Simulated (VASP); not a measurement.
# Ta (Fm-3m) in VASP: further runs

The runs below take Ta through single point, with revPBE.

Everything below comes from runs of VASP 6.6.1. Logs are shortened: lines on timing, memory, paths and dates and some standing lists are left out, and cuts for length are marked.

### Step 1. The cell of the first run

It takes space group Fm-3m (No. 225, cubic). Conventional cell: a = 4.241 Å, b = 4.241 Å, c = 4.241 Å, α = 90.00°, β = 90.00°, γ = 90.00°. Within 3.9 Å of Ta (site symmetry m-3m) lie 12 Ta at 3.00 Å.

### Step 2. Single point, revPBE

INCAR reads:

```
SYSTEM = Ta
PREC     = Accurate       ! precision mode
ENCUT    = 520            ! plane-wave cutoff, eV
EDIFF    = 1E-7           ! SCF threshold, eV
ISMEAR   = -1             ! smearing method
SIGMA    = 0.1            ! smearing width, eV
LREAL    = .FALSE.        ! projectors in reciprocal space
LASPH    = .TRUE.         ! aspherical terms in the spheres
NELM     = 60             ! most SCF steps
ALGO     = Normal         ! electronic algorithm
ISIF     = 2              ! what is computed and relaxed
LWAVE    = .FALSE.        ! write WAVECAR
LCHARG   = .TRUE.         ! write CHGCAR
GGA      = RE             ! functional
LELF     = .TRUE.         ! ELF
LVHAR    = .TRUE.       
NBANDS   = 12             ! bands
```

KPOINTS reads:

```
Automatic mesh
0
G
  13 13 13
  0 0 0
```

POSCAR reads:

```
Ta
1.0
    0.0000000000      2.1203005705      2.1203005705
    2.1203005705      0.0000000000      2.1203005705
    2.1203005705      2.1203005705      0.0000000000
Ta
1
Direct
    0.0000000000      0.0000000000      0.0000000000
```

Potentials or basis: VASP PAW PBE potentials, release 64 (Ta_pv).

The run is started by

```
cat potpaw_PBE.64/Ta_pv/POTCAR > POTCAR
mpirun -np 1 vasp_std > vasp.out
```

OUTCAR:

```text
SYSTEM = Ta
   PREC = Accurate
   ENCUT = 520
   EDIFF = 1E-7
   ISMEAR = -1
   LREAL = .FALSE.
   LASPH = .TRUE.
   NELM = 60
   ISIF = 2
   GGA = RE

 ion  position               nearest neighbor table
   1  0.000  0.000  0.000-

  LATTYP: Found a face centered cubic cell.
 ALAT       =     4.2406011410

  Lattice vectors:

 A1 = (   0.0000000000,   2.1203005705,   2.1203005705)
 A2 = (   2.1203005705,   0.0000000000,   2.1203005705)
 A3 = (   2.1203005705,   2.1203005705,   0.0000000000)

Analysis of symmetry for initial positions (statically):
=====================================================================
 Subroutine PRICEL returns:
 Original cell was already a primitive cell.

 Routine SETGRP: Setting up the symmetry group for a
 face centered cubic supercell.

 Subroutine GETGRP returns: Found 48 space group operations
 (whereof 48 operations were pure point group operations)
 out of a pool of 48 trial point group operations.

The static configuration has the point symmetry O_h .

Analysis of symmetry for dynamics (positions and initial velocities):
=====================================================================
 Subroutine PRICEL returns:
 Original cell was already a primitive cell.

 Routine SETGRP: Setting up the symmetry group for a
 face centered cubic supercell.

 Subroutine GETGRP returns: Found 48 space group operations
 (whereof 48 operations were pure point group operations)
 out of a pool of 48 trial point group operations.

The dynamic configuration has the point symmetry O_h .

 Subroutine INISYM returns: Found 48 space group operations
 (whereof 48 operations are pure point group operations),
 and found     1 'primitive' translations

----------------------------------------------------------------------------------------

                                     Primitive cell

  volume of cell :      19.0644

  direct lattice vectors                    reciprocal lattice vectors
     0.000000000  2.120300570  2.120300570    -0.235815623  0.235815623  0.235815623
     2.120300570  0.000000000  2.120300570     0.235815623 -0.235815623  0.235815623
     2.120300570  2.120300570  0.000000000     0.235815623  0.235815623 -0.235815623

  length of vectors
     2.998557823  2.998557823  2.998557823     0.408444640  0.408444640  0.408444640

  position of ions in fractional coordinates (direct lattice)
     0.000000000  0.000000000  0.000000000
[... 81 lines left out ...]
   NFREE  =      0    steps in history (QN), initial steepest desc. (CG)
   ISIF   =      2    stress and relaxation
   ISYM   =      2    0-nonsym 1-usesym 2-fastsym
   POTIM  = 0.5000    time-step for ionic-motion
   TEBEG  =    0.0;   TEEND  =   0.0 temperature during run
   PSTRESS=    0.0 pullay stress
   NELECT =      11.0000    total number of electrons
   NUPDOWN=      -1.0000    fix difference up-down
   EMIN   =  10.00;   EMAX   =-10.00  energy-range for DOS
   EFERMI =   0.00;   METHOD = LEGACY
   ISMEAR =    -1;   SIGMA  =   0.10  broadening in eV -4-tet -1-fermi 0-gaus
   EFERMI_NEDOS =   21; number of points for ismear=-14 and -15
   IALGO  =     38    algorithm
   IMIX   =      4    mixing-type and parameters
     AMIX     =   0.40;   BMIX     =  1.00
     AMIX_MAG =   1.60;   BMIX_MAG =  1.00
  volume/ion in A,a.u.               =      19.06       128.65
  Fermi-wavevector in a.u.,A,eV,Ry     =   1.362903  2.575513 25.272886  1.857505
  Thomas-Fermi vector in A             =   2.489352
   LORBIT       =      0    0 simple, 1 ext, 2 COOP (PROOUT), +10 PAW based schemes
   GGA     = RE    functional components
   LHFCALC =     F    Hartree Fock is set to
   AEXX    =    0.0000 exact exchange contribution
   IVDW    =     0    specifies the selected vdW correction
   LEPSILON=     F    determine dielectric tensor
   LRPA    =     F    only Hartree local field effects (RPA)
 non-spin polarized calculation
  energy-cutoff  :      520.00
  volume of cell :       19.06
 maximum number of plane-waves:       533
   NGX = 11   NGY = 11   NGZ = 11

 number of electron      11.0000000 magnetization

 Free energy of the ion-electron system (eV)
  ---------------------------------------------------
  ext. energy  EPLUGINS =         0.00000000
  ---------------------------------------------------
  free energy    TOTEN  =       -11.20769372 eV

  energy without entropy =      -11.16928117  energy(sigma->0) =      -11.18848745

 E-fermi :   5.4754     XC(G=0): -12.2940

 val. band max:        5.4265848715   @ k =  -0.3846   0.1538   0.0000
 cond. band min:       5.4891105734   @ k =  -0.1538   0.2308   0.0769
 fundamental gap:      0.0625257019
 Fermi energy:         5.4753781014

 k-point     1 :       0.0000    0.0000    0.0000
  band No.  band energies     occupation
      1     -28.2427      2.00000
      2     -28.2427      2.00000
      3     -28.2427      2.00000
      4      -2.5974      2.00000
      5       5.9277      0.02147
      6       5.9277      0.02147
      7       5.9277      0.02147
      8       8.8731      0.00000
      9       8.8731      0.00000
     10      17.8480      0.00000
     11      19.5924      0.00000
     12      22.6529      0.00000
[... 331 lines left out ...]
 k-point    24 :       0.4615    0.1538    0.0000
  band No.  band energies     occupation
      1     -29.0824      2.00000
      2     -28.4785      2.00000
      3     -28.4215      2.00000
      4       1.5342      2.00000
      5       4.3821      1.99996
      6       5.3516      1.55041
      7       6.6000      0.00003
      8      11.1294      0.00000
      9      11.2355      0.00000
     10      15.6008      0.00000
     11      19.5177      0.00000
     12      19.5988      0.00000

 [... further k-points ...]

------------------------ aborting loop because EDIFF is reached ----------------------------------------

  FORCE on cell =-STRESS in cart. coord.  units (eV):
  Direction    XX          YY          ZZ          XY          YZ          ZX
  --------------------------------------------------------------------------------------
  -------------------------------------------------------------------------------------
  Total        0.0006830      0.0006830      0.0006830     -0.0000000     -0.0000000      0.0000000
  in kB        0.0574036      0.0574036      0.0574036     -0.0000000     -0.0000000      0.0000000
  external PRESSURE =       0.0574036 kB  Pullay stress =       0.0000000 kB

 VOLUME and BASIS-vectors are now :
 -----------------------------------------------------------------------------
  energy-cutoff  :      520.00
  volume of cell :       19.06
      direct lattice vectors                 reciprocal lattice vectors
     0.000000000  2.120300570  2.120300570    -0.235815623  0.235815623  0.235815623
     2.120300570  0.000000000  2.120300570     0.235815623 -0.235815623  0.235815623
     2.120300570  2.120300570  0.000000000     0.235815623  0.235815623 -0.235815623

 POSITION                                       TOTAL-FORCE (eV/Angst)
 -----------------------------------------------------------------------------------
      0.00000      0.00000      0.00000         0.000000      0.000000      0.000000
 -----------------------------------------------------------------------------------
    total drift:                               -0.000000      0.000000     -0.000000

  FREE ENERGIE OF THE ION-ELECTRON SYSTEM (eV)
  ---------------------------------------------------
  free  energy   TOTEN  =       -11.2076937180 eV

  energy  without entropy=      -11.1692811739  energy(sigma->0) =      -11.18848745
```

OSZICAR:

```text
N       E                     dE             d eps       ncg     rms          rms(c)
DAV:   1     0.587485214713E+02    0.58749E+02   -0.60652E+03  2024   0.866E+02
DAV:   2    -0.106333386702E+02   -0.69382E+02   -0.67508E+02  2212   0.238E+02
DAV:   3    -0.116982443940E+02   -0.10649E+01   -0.10567E+01  2460   0.275E+01
DAV:   4    -0.117019530379E+02   -0.37086E-02   -0.37070E-02  2224   0.172E+00
DAV:   5    -0.117019677686E+02   -0.14731E-04   -0.14731E-04  2460   0.107E-01    0.118E+01
DAV:   6    -0.113244263486E+02    0.37754E+00   -0.30266E-01  2320   0.609E+00    0.566E+00
DAV:   7    -0.112077816049E+02    0.11664E+00   -0.33582E-01  2352   0.560E+00    0.394E-01
DAV:   8    -0.112077347521E+02    0.46853E-04   -0.16853E-02  2304   0.870E-01    0.169E-01
DAV:   9    -0.112077020526E+02    0.32699E-04   -0.21224E-04  2312   0.151E-01    0.281E-02
DAV:  10    -0.112076946138E+02    0.74388E-05   -0.10795E-05  2344   0.324E-02    0.108E-02
DAV:  11    -0.112076938569E+02    0.75691E-06   -0.15200E-06  2216   0.125E-02    0.639E-04
DAV:  12    -0.112076937485E+02    0.10838E-06   -0.13471E-08  1388   0.121E-03    0.196E-04
DAV:  13    -0.112076937180E+02    0.30488E-07   -0.14879E-09  1172   0.409E-04
   1 F= -.11207694E+02 E0= -.11188487E+02  d E =-.384125E-01
```

stdout:

```text
POSCAR found type information on POSCAR Ta
 POSCAR found :  1 types and       1 ions
 scaLAPACK will be used
 -----------------------------------------------------------------------------
|                                                                             |
|                                                                             |
|     You enforced a specific xc type in the INCAR file but a different       |
|     I HOPE YOU KNOW WHAT YOU ARE DOING!                                     |
|                                                                             |
 -----------------------------------------------------------------------------

 LDA part: xc-table for (Slater+PW92), standard interpolation
 POSCAR, INCAR and KPOINTS ok, starting setup
 FFT: planning ... GRIDC
 FFT: planning ... GRID_SOFT
 FFT: planning ... GRID
 WAVECAR not read
 entering main loop
```

It took 9.8 s on 1 thread of Intel Xeon Platinum 8488C (Sapphire Rapids), shared host; peak memory 0.15 GiB.

What came out:

```yaml
Free_energy: -11.2077 eV
Pressure: 0.0 GPa
```

Levels at points of the mesh, in eV from the Fermi level:
| k point | band 3 | band 4 | band 5 | band 6 | band 7 | band 8 |
| --- | --- | --- | --- | --- | --- | --- |
| (0.00, 0.00, 0.00) | -33.72 | -8.07 | 0.45 | 0.45 | 0.45 | 3.40 |

Caveat: the PAW data sets were made with another functional, which shifts forces and pressure a little; spin-orbit coupling is left out, which moves the levels of the heavy elements.

### Step 3. Single point, revPBE (volume scaled by 0.88)

INCAR reads:

```
ALGO     = Normal         # electronic algorithm
EDIFF    = 1E-6           # SCF threshold, eV
ENCUT    = 520            # plane-wave cutoff, eV
GGA      = RE             # functional
ISIF     = 2              # what is computed and relaxed
ISMEAR   = -1             # smearing method
LASPH    = T              # aspherical terms in the spheres
LCHARG   = F              # write CHGCAR
LREAL    = F              # projectors in reciprocal space
LWAVE    = F              # write WAVECAR
NBANDS   = 12             # bands
NELM     = 80             # most SCF steps
PREC     = Accurate       # precision mode
SIGMA    = 0.1            # smearing width, eV
```

KPOINTS reads:

```
k-points
0
Gamma
  14 14 14
```

POSCAR reads:

```
Ta
1.0
    0.0000000000      2.0318500513      2.0318500513
    2.0318500513      0.0000000000      2.0318500513
    2.0318500513      2.0318500513      0.0000000000
Ta
1
Direct
    0.0000000000      0.0000000000      0.0000000000
```

Potentials or basis: VASP PAW PBE potentials, release 64 (Ta_pv).

The run is started by

```
cat potpaw_PBE.64/Ta_pv/POTCAR > POTCAR
mpirun -np 1 vasp_std > vasp.out
```

It took 9.4 s on 1 thread of Intel Xeon Platinum 8488C (Sapphire Rapids), shared host; peak memory 0.15 GiB.

The run converged. Its results:

* Free energy: -11.0078 eV
* Pressure: 30.1 GPa

Levels at points of the mesh, in eV from the Fermi level:
| k point | band 2 | band 3 | band 4 | band 5 | band 6 | band 7 | band 8 | band 9 |
| --- | --- | --- | --- | --- | --- | --- | --- | --- |
| (0.00, 0.00, 0.00) | -33.26 | -33.26 | -8.64 | 0.36 | 0.36 | 0.36 | 3.86 | 3.86 |
| (0.50, 0.00, 0.00) | -33.45 | -33.45 | -5.14 | 0.09 | 0.09 | 1.06 | 6.59 | 6.59 |
| (0.50, 0.50, 0.00) | -33.79 | -33.79 | -5.10 | -3.98 | 3.56 | 6.60 | 7.41 | 7.41 |

Caveat: the PAW data sets were made with another functional, which shifts forces and pressure a little; spin-orbit coupling is left out, which moves the levels of the heavy elements.
